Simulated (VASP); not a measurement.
# SrCuB5 (P3) in VASP: relaxation of cell and atoms with PBE

Aim: the relaxation of cell and atoms of SrCuB5 with PBE.

Everything below comes from runs of VASP 6.6.1. Logs are shortened: lines on timing, memory, paths and dates and some standing lists are left out, and cuts for length are marked.

**1. The cell of the first run**

The structure is trigonal, space group P3 (No. 143). Conventional cell: a = 4.159 Å, b = 4.159 Å, c = 4.650 Å, α = 90.00°, β = 90.00°, γ = 120.00°. Sr (site symmetry 3) has 8 B at 1.98 to 2.67 Å and 3 Cu at 2.70 Å within 2.8 Å. Cu (site symmetry 3) has 9 B at 1.96 to 2.51 Å and 3 Sr at 2.70 Å within 2.8 Å. B (site symmetry 1) has 4 B at 1.71 to 2.22 Å and 1 Cu at 1.96 Å within 2.3 Å. B (site symmetry 3) has 6 B at 2.22 to 2.56 Å and 3 Cu at 2.41 Å and 3 Sr at 2.63 Å within 2.9 Å. Within 2.3 Å of B (site symmetry 3) lie 3 B at 1.71 Å and 1 Sr at 1.98 Å.

The cell was built from a structure type or drawn by symmetry, and may not be a known phase.

**2. Relaxation of cell and atoms, PBE**

The input, INCAR:

```
SYSTEM = SrCuB5
PREC = Accurate
ENCUT = 600
EDIFF = 1E-7
ISMEAR = 0
SIGMA = 0.1
LREAL = .FALSE.
LASPH = .TRUE.
NELM = 80
ALGO = Normal
ISIF = 3
LWAVE = .FALSE.
LCHARG = .FALSE.
GGA = PE
IBRION = 2
NSW = 90
EDIFFG = -0.04
```

The input, KPOINTS:

```
regular mesh
0
G
  6 6 4
  0 0 0
```

The input, POSCAR:

```
SrCuB5
1.0
    4.1593988300      0.0000000000      0.0000000000
   -2.0796994100      3.6021450500      0.0000000000
    0.0000000000      0.0000000000      4.6504475100
Sr Cu B
1 1 5
Direct
    0.6666666700      0.3333333300      0.7058149500
    0.0000000000      0.0000000000      0.4388632900
    0.6987091000      0.9858074800      0.1093510300
    0.0141925200      0.7129016300      0.1093510300
    0.2870983700      0.3012909000      0.1093510300
    0.3333333300      0.6666666700      0.4738597700
    0.6666666700      0.3333333300      0.2803225800
```

Potentials or basis: VASP PAW PBE potentials, release 64 (Sr_sv, Cu, B).

Started as:

```
$ cat potpaw_PBE.64/Sr_sv/POTCAR potpaw_PBE.64/Cu/POTCAR potpaw_PBE.64/B/POTCAR > POTCAR
$ mpirun -np 1 vasp_std > vasp.out
```

OUTCAR:

```text
SYSTEM = SrCuB5
   PREC = Accurate
   ENCUT = 600
   EDIFF = 1E-7
   ISMEAR = 0
   LREAL = .FALSE.
   LASPH = .TRUE.
   NELM = 80
   ISIF = 3
   GGA = PE
   IBRION = 2
   NSW = 90
   EDIFFG = -0.04

 ion  position               nearest neighbor table
   1  0.667  0.333  0.706-   7 1.98   3 2.41   4 2.41   5 2.41   6 2.63   6 2.63   6 2.63   7 2.67
                             2 2.70   2 2.70   2 2.70   3 3.16   4 3.16   5 3.16   5 3.25   4 3.25
   2  0.000  0.000  0.439-   4 1.96   5 1.96   3 1.96   6 2.41   6 2.41   6 2.41   1 2.70   1 2.70
                             1 2.70
   3  0.699  0.986  0.109-   7 1.71   2 1.96   4 2.12   5 2.12   1 2.41   1 3.16   1 3.25
   4  0.014  0.713  0.109-   7 1.71   2 1.96   3 2.12   5 2.12   1 2.41   1 3.16   1 3.25
   5  0.287  0.301  0.109-   7 1.71   2 1.96   4 2.12   3 2.12   1 2.41   1 3.16   1 3.25
   6  0.333  0.667  0.474-   2 2.41   2 2.41   2 2.41   1 2.63   1 2.63   1 2.63
   7  0.667  0.333  0.280-   3 1.71   4 1.71   5 1.71   1 1.98   1 2.67

  LATTYP: Found a hexagonal cell.
 ALAT       =     4.1593988300
 C/A-ratio  =     1.1180576088

  Lattice vectors:

 A1 = (   4.1593988300,   0.0000000000,   0.0000000000)
 A2 = (  -2.0796994100,   3.6021450500,   0.0000000000)
 A3 = (   0.0000000000,   0.0000000000,   4.6504475100)

Analysis of symmetry for initial positions (statically):
=====================================================================
 Subroutine PRICEL returns:
 Original cell was already a primitive cell.

 Routine SETGRP: Setting up the symmetry group for a
 hexagonal supercell.

 Subroutine GETGRP returns: Found  3 space group operations
 (whereof  3 operations were pure point group operations)
 out of a pool of 24 trial point group operations.

The static configuration has the point symmetry C_3 .

Analysis of symmetry for dynamics (positions and initial velocities):
=====================================================================
 Subroutine PRICEL returns:
 Original cell was already a primitive cell.

 Routine SETGRP: Setting up the symmetry group for a
 hexagonal supercell.

 Subroutine GETGRP returns: Found  3 space group operations
 (whereof  3 operations were pure point group operations)
 out of a pool of 24 trial point group operations.

The dynamic configuration has the point symmetry C_3 .

 Subroutine INISYM returns: Found  3 space group operations
 (whereof  3 operations are pure point group operations),
 and found     1 'primitive' translations

----------------------------------------------------------------------------------------

                                     Primitive cell

  volume of cell :      69.6765

  direct lattice vectors                    reciprocal lattice vectors
     4.159398830  0.000000000  0.000000000     0.240419359  0.138806181  0.000000000
    -2.079699410  3.602145050  0.000000000     0.000000000  0.277612363  0.000000000
     0.000000000  0.000000000  4.650447510     0.000000000  0.000000000  0.215033069

  length of vectors
     4.159398830  4.159398826  4.650447510     0.277612363  0.277612363  0.215033069

  position of ions in fractional coordinates (direct lattice)
     0.666666670  0.333333330  0.705814950
     0.000000000  0.000000000  0.438863290
     0.698709100  0.985807480  0.109351030
     0.014192520  0.712901630  0.109351030
     0.287098370  0.301290900  0.109351030
     0.333333330  0.666666670  0.473859770
     0.666666670  0.333333330  0.280322580

  ion indices of the primitive-cell ions
   primitive index   ion index
                 1           1
                 2           2
                 3           3
                 4           4
                 5           5
                 6           6
                 7           7

----------------------------------------------------------------------------------------

 KPOINTS: regular mesh

Automatic generation of k-mesh.
 Grid dimensions read from file:
 generate k-points for:    6    6    4

 Generating k-lattice:

  Cartesian coordinates                     Fractional coordinates (reciprocal lattice)
     0.040069893  0.023134364  0.000000000     0.166666667  0.000000000  0.000000000
     0.000000000  0.046268727  0.000000000     0.000000000  0.166666667  0.000000000
     0.000000000  0.000000000  0.053758267     0.000000000  0.000000000  0.250000000

  Length of vectors
     0.046268727  0.046268727  0.053758267

  Shift w.r.t. Gamma in fractional coordinates (k-lattice)
     0.000000000  0.000000000  0.000000000

 Subroutine IBZKPT returns following result:
 ===========================================

 Found     30 irreducible k-points:

 Following reciprocal coordinates:
            Coordinates               Weight
  0.000000  0.000000  0.000000      1.000000
  0.166667  0.000000  0.000000      6.000000
  0.333333  0.000000  0.000000      6.000000
  0.500000  0.000000  0.000000      3.000000
  0.166667  0.166667  0.000000      6.000000
  0.333333  0.166667  0.000000      6.000000
[... 16 lines left out ...]
  0.000000  0.000000  0.500000      1.000000
  0.166667  0.000000  0.500000      6.000000
 [... further k-points ...]
   k-points           NKPTS =     30   k-points in BZ     NKDIM =     30   number of bands    NBANDS=     22
   number of dos      NEDOS =    301   number of ions     NIONS =      7
   total plane-waves  NPLWV =  51840
   dimension x,y,z NGX =    36 NGY =   36 NGZ =   40
   dimension x,y,z NGXF=    72 NGYF=   72 NGZF=   80
   ions per type =               1   1   5
   NGX,Y,Z   is equivalent  to a cutoff of  14.39, 14.39, 14.30 a.u.
   NGXF,Y,Z  is equivalent  to a cutoff of  28.78, 28.78, 28.60 a.u.
 SYSTEM =  SrCuB5
   PREC   = accura    normal or accurate (medium, high low for compatibility)
   ISTART =      0    job   : 0-new  1-cont  2-samecut
   ICHARG =      2    charge: 1-file 2-atom 10-const
   ISPIN  =      1    spin polarized calculation?
   LNONCOLLINEAR =      F non collinear calculations
   LSORBIT =      F    spin-orbit coupling
   LASPH  =      T    aspherical Exc in radial PAW
   ENCUT  =  600.0 eV  44.10 Ry    6.64 a.u.   8.31  8.31  9.29*2*pi/ulx,y,z
   NELM   =     80;   NELMIN=  2; NELMDL= -5     # of ELM steps
   EDIFF  = 0.1E-06   stopping-criterion for ELM
   LREAL  =      F    real-space projection
   EDIFFG = -.4E-01   stopping-criterion for IOM
   NSW    =     90    number of steps for IOM
   IBRION =      2    ionic relax: 0-MD 1-quasi-New 2-CG
   NFREE  =      1    steps in history (QN), initial steepest desc. (CG)
   ISIF   =      3    stress and relaxation
   ISYM   =      2    0-nonsym 1-usesym 2-fastsym
   POTIM  = 0.5000    time-step for ionic-motion
   TEBEG  =    0.0;   TEEND  =   0.0 temperature during run
   PSTRESS=    0.0 pullay stress
   NELECT =      36.0000    total number of electrons
   NUPDOWN=      -1.0000    fix difference up-down
   EMIN   =  10.00;   EMAX   =-10.00  energy-range for DOS
   EFERMI =   0.00;   METHOD = LEGACY
   ISMEAR =     0;   SIGMA  =   0.10  broadening in eV -4-tet -1-fermi 0-gaus
   EFERMI_NEDOS =   21; number of points for ismear=-14 and -15
   IALGO  =     38    algorithm
   IMIX   =      4    mixing-type and parameters
     AMIX     =   0.40;   BMIX     =  1.00
     AMIX_MAG =   1.60;   BMIX_MAG =  1.00
  volume/ion in A,a.u.               =       9.95        67.17
  Fermi-wavevector in a.u.,A,eV,Ry     =   1.313651  2.482441 23.479305  1.725680
  Thomas-Fermi vector in A             =   2.443959
   LORBIT       =      0    0 simple, 1 ext, 2 COOP (PROOUT), +10 PAW based schemes
   GGA     = PE    functional components
   LHFCALC =     F    Hartree Fock is set to
   AEXX    =    0.0000 exact exchange contribution
   IVDW    =     0    specifies the selected vdW correction
   LEPSILON=     F    determine dielectric tensor
   LRPA    =     F    only Hartree local field effects (RPA)
 conjugate gradient relaxation of ions
 non-spin polarized calculation
 Gauss-broadening in eV      SIGMA  =   0.10
  energy-cutoff  :      600.00
  volume of cell :       69.68
 maximum number of plane-waves:      2358
 NGX is ok and might be reduce to    36
   NGX = 17   NGY = 17   NGZ = 19

--------------------------------------- Ionic step        1  -------------------------------------------

 number of electron      35.9999996 magnetization

 Free energy of the ion-electron system (eV)
  ---------------------------------------------------
  ext. energy  EPLUGINS =         0.00000000
  ---------------------------------------------------
  free energy    TOTEN  =       -26.26236445 eV

  energy without entropy =      -26.24575548  energy(sigma->0) =      -26.25405996

------------------------ aborting loop because EDIFF is reached ----------------------------------------

  FORCE on cell =-STRESS in cart. coord.  units (eV):
  Direction    XX          YY          ZZ          XY          YZ          ZX
  --------------------------------------------------------------------------------------
  -------------------------------------------------------------------------------------
  Total        5.8539348      5.8539348     26.2855635     -0.0000008      0.0000000      0.0000000
  in kB      134.6083347    134.6083346    604.4235325     -0.0000177      0.0000000      0.0000000
  external PRESSURE =     291.2134006 kB  Pullay stress =       0.0000000 kB
[... 104 lines left out ...]
  FREE ENERGIE OF THE ION-ELECTRON SYSTEM (eV)
  ---------------------------------------------------
  free  energy   TOTEN  =       -30.9921178539 eV

  energy  without entropy=      -30.9759342935  energy(sigma->0) =      -30.98402607

[... ionic steps 4 to 17 ...]

--------------------------------------- Ionic step       18  -------------------------------------------

 number of electron      35.9999977 magnetization

------------------------ aborting loop because EDIFF is reached ----------------------------------------

  FORCE on cell =-STRESS in cart. coord.  units (eV):
  Direction    XX          YY          ZZ          XY          YZ          ZX
  --------------------------------------------------------------------------------------
  -------------------------------------------------------------------------------------
  Total       -0.3049285     -0.3049285     -0.4472330      0.0000000      0.0000000      0.0000000
  in kB       -5.6626119     -5.6626119     -8.3052464      0.0000002      0.0000000      0.0000000
  external PRESSURE =      -6.5434900 kB  Pullay stress =       0.0000000 kB
[... 67 lines left out ...]
  energy  without entropy=      -35.0245625762  energy(sigma->0) =      -35.02686128

--------------------------------------- Ionic step       20  -------------------------------------------

 number of electron      35.9999980 magnetization

 Free energy of the ion-electron system (eV)
  ---------------------------------------------------
  ext. energy  EPLUGINS =         0.00000000
  ---------------------------------------------------
  free energy    TOTEN  =       -35.02973028 eV

  energy without entropy =      -35.02495501  energy(sigma->0) =      -35.02734265

 E-fermi :   5.0606     XC(G=0): -10.4008

 val. band max:        4.9654954177   @ k =   0.3333   0.3333   0.2500
 cond. band min:       5.0685815396   @ k =   0.3333   0.3333   0.0000
 fundamental gap:      0.1030861218
 Fermi energy:         5.0605643620

 k-point     1 :       0.0000    0.0000    0.0000
  band No.  band energies     occupation
      1     -30.3586      2.00000
      2     -12.3740      2.00000
      3     -12.2190      2.00000
      4     -12.2190      2.00000
      5     -10.4452      2.00000
      6      -4.4005      2.00000
[... 574 lines left out ...]
      6      -4.5405      2.00000
[... 14 lines left out ...]
     21       7.1160      0.00000
     22       7.6454      0.00000

 [... further k-points ...]

------------------------ aborting loop because EDIFF is reached ----------------------------------------

  FORCE on cell =-STRESS in cart. coord.  units (eV):
  Direction    XX          YY          ZZ          XY          YZ          ZX
  --------------------------------------------------------------------------------------
  -------------------------------------------------------------------------------------
  Total       -0.0117702     -0.0117702      0.0443250      0.0000000     -0.0000000      0.0000000
  in kB       -0.2195836     -0.2195836      0.8269231      0.0000002     -0.0000000      0.0000000
  external PRESSURE =       0.1292520 kB  Pullay stress =       0.0000000 kB
[... 22 lines left out ...]
  FREE ENERGIE OF THE ION-ELECTRON SYSTEM (eV)
  ---------------------------------------------------
  free  energy   TOTEN  =       -35.0297302845 eV

  energy  without entropy=      -35.0249550055  energy(sigma->0) =      -35.02734265

 reached required accuracy - stopping structural energy minimisation
```

It took 16 min on 1 thread of Intel Xeon Platinum 8375C at 2.90GHz (Ice Lake), shared host; peak memory 0.27 GiB.

What came out:

```yaml
Free_energy: -35.0297 eV
Relaxed_volume: 12.27 Å³/atom
Relaxed_cell: a = 3.666 Å, b = 3.666 Å, c = 7.380 Å, α = 90.00°, β = 90.00°, γ = 120.00°
Space_group_after_relaxing_to_0.1_Å: P3m1 (No. 156)
Energy_gained_by_relaxing: 1252.5 meV/atom
Ionic_steps: 20
Pressure_after_relaxing: 0.0 GPa
Largest_force_after_relaxing: 0.025 eV/Å
Band_gap_on_the_k_mesh: zero (bands 18 and 19 overlap by 0.03 eV)
```

Forces on the atoms (eV/Å):
```
Sr   0.000  0.000  0.015
Cu   0.000  0.000  0.005
B    0.008  0.011 -0.014
B   -0.013  0.002 -0.014
B    0.005 -0.013 -0.014
B    0.000  0.000 -0.001
B    0.000  0.000  0.025
```

The path:
```tsv
step	energy change (eV)	largest force (eV/Å)	pressure (GPa)	volume (Å³)
1	0.0000	8.2333	29.12	69.68
2	-4.7293	2.9024	-5.95	89.07
3	-4.7298	3.3620	-8.89	92.96
4	-7.0335	1.8630	-6.86	89.99
5	-7.7808	1.6012	-2.09	87.33
6	-7.8368	2.2725	15.21	80.71
7	-8.1157	3.3321	-0.65	91.56
8	-8.3715	2.4141	3.90	87.32
9	-8.5505	0.7719	-4.34	90.31
10	-8.5624	0.6497	-2.79	89.65
11	-8.6762	0.4288	-1.69	87.93
12	-8.7195	0.2782	-0.21	86.16
13	-8.7197	0.2754	-0.09	86.03
14	-8.7435	0.2324	0.12	85.48
15	-8.7486	0.3232	0.33	85.08
16	-8.7615	0.1943	0.52	85.22
17	-8.7647	0.1076	0.68	85.32
18	-8.7659	0.0750	-0.65	86.28
19	-8.7668	0.0792	-0.13	85.89
20	-8.7674	0.0246	0.01	85.88
```

Final structure:
```
CELL_PARAMETERS angstrom
3.66556 0.00000 0.00000
-1.83278 3.17447 0.00000
0.00000 0.00000 7.38043
ATOMIC_POSITIONS crystal
Sr 0.66667 0.33333 0.70457
Cu 0.00000 0.00000 0.44173
B 0.66328 0.83132 0.19737
B 0.16869 0.83196 0.19737
B 0.16804 0.33672 0.19737
B 0.33333 0.66667 0.39722
B 0.66667 0.33333 0.09129
```

Levels at points of the mesh, in eV from the Fermi level:
```tsv
k point	band 16	band 17	band 18	band 19	band 20	band 21
(0.00, 0.00, 0.00)	-0.39	-0.39	-0.25	0.48	1.29	2.42
(0.50, 0.00, 0.00)	-1.52	-1.33	-0.89	0.45	1.82	3.20
(0.00, 0.00, 0.50)	-1.50	-0.37	-0.37	1.00	1.30	2.20
(0.50, 0.00, 0.50)	-1.63	-0.75	-0.66	0.28	2.01	2.51
```

Caveat: the volume moved by over 15 % at a fixed basis, so the end points are rough.
